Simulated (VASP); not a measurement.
Input of a VASP 6.6.1 run:

INCAR

```
SYSTEM = ZrB2
PREC     = Accurate       ! precision mode
ENCUT    = 520            ! plane-wave cutoff, eV
EDIFF    = 1E-6           ! SCF threshold, eV
ISMEAR   = -5             ! smearing method
SIGMA    = 0.1            ! smearing width, eV
LREAL    = .False.        ! projectors in reciprocal space
LASPH    = .True.         ! aspherical terms in the spheres
NELM     = 150            ! most SCF steps
ALGO     = Normal         ! electronic algorithm
ISIF     = 2              ! what is computed and relaxed
LWAVE    = .False.        ! write WAVECAR
LCHARG   = .False.        ! write CHGCAR
MAGMOM   = 0 0 0 0 0 0 0 0 0 ! initial moments
LORBIT   = 11             ! projections on sites
LSORBIT  = .True.         ! spin-orbit coupling
GGA_COMPAT= .False.      
LORBMOM  = .True.       
LMAXMIX  = 4              ! l up to which the mixer works
LDAU     = .True.         ! DFT+U
LDAUTYPE = 2            
LDAUL    = 2 -1           ! shell
LDAUU    = 2 0            ! U, eV
LDAUJ    = 0 0          
LDAUPRINT= 1            
GGA      = CA             ! functional
NBANDS   = 31             ! bands
```

KPOINTS

```
regular mesh
0
Gamma
  10 10 8
  0 0 0
```

File POSCAR:

```
ZrB2
1.0
    3.3211758836      0.0000000000      0.0000000000
   -1.6605879418      2.8762226856      0.0000000000
    0.0000000000      0.0000000000      3.7014871914
Zr B
1 2
Direct
    0.0000000000      0.0000000000      0.0000000000
    0.6666666667      0.3333333333      0.5000000000
    0.3333333333      0.6666666667      0.5000000000
```

Potentials or basis: VASP PAW LDA potentials, release 64 (Zr_sv, B).

Launch:

```bash
$ cat potpaw_LDA.64/Zr_sv/POTCAR potpaw_LDA.64/B/POTCAR > POTCAR
$ mpirun -np 1 vasp_ncl > vasp.out
```

**Question.** Predict the net moment.

**Answer.** 0.00 μB per cell.

**Question.** Predict the pressure.

**Answer.** -29.2 GPa.

Stress tensor (GPa, compression positive):
```
-30.70   0.00   0.00
  0.00 -30.70   0.00
  0.00   0.00 -26.14
```

Caveat: the cell stands under tension; the U is typed as a test and isn't derived for this compound. The state reached can hang on the start; a lower one may exist.
